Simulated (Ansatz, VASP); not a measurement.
**TlCl: VASP beside Ansatz**

```
Tl Cl
1.0
     3.66950    0.00000    0.00000
     0.00000    3.66950    0.00000
     0.00000    0.00000    3.66950
Tl Cl
1 1
Direct
  0.00000 0.00000 0.00000
  0.50000 0.50000 0.50000
```

Alike in both runs: task single point; functional LDA; k mesh 8 × 8 × 8; occupations gaussian, width 0.02 eV; no spin polarisation.

|  | VASP | Ansatz |
| --- | --- | --- |
| version | VASP 6.6.1 | Ansatz 0.2.0 |
| potentials or method | VASP PAW LDA potentials, release 64 (Tl_d, Cl), cutoff 500 eV | scalar-relativistic, plane waves, PAW |
| valence electrons in the cell | 20 | 20 |

```csv
,VASP,Ansatz,Ansatz less VASP
gap on the k mesh at the Fermi level (eV),1.49,1.51,+0.023
least direct gap on the mesh (eV),1.49,1.51,+0.023
pressure (GPa),0.8,0.8,-0.01
```

LDA's correlation is that of Perdew and Zunger in VASP and of Perdew and Wang (1992) in Ansatz.

Spin-orbit coupling is off throughout.
